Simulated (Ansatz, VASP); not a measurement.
# V: VASP beside Ansatz

```
V
1.0
     2.60429    0.00000    0.00000
    -1.30215    2.25538    0.00000
     0.00000    0.00000    4.72334
V
2
Direct
  0.57030 0.26279 0.75000
  0.33333 0.66667 0.25000
```

Alike in both runs: task single point; functional PBE; k mesh 21 × 21 × 10; occupations gaussian, width 0.15 eV; no spin polarisation.

```csv
,VASP,Ansatz
version,VASP 6.6.1,Ansatz 0.2.0
potentials or method,"VASP PAW PBE potentials, release 64 (V_sv), cutoff 520 eV","scalar-relativistic, plane waves, PAW"
valence electrons in the cell,26,26
```

```csv
,VASP,Ansatz,Ansatz less VASP
gap on the k mesh at the Fermi level (eV),none,none,-
pressure (GPa),-0.2,-0.5,-0.30
"traceless stress, the component that is largest in VASP (GPa)",5.21,5.22,+0.011
rms of the force components (eV/Å),0.185,0.186,+0.0006
```

Atom by atom the forces differ by 0.001 eV/Å (rms over components). A gap of «none» marks a metal or a gap that the smearing closes.
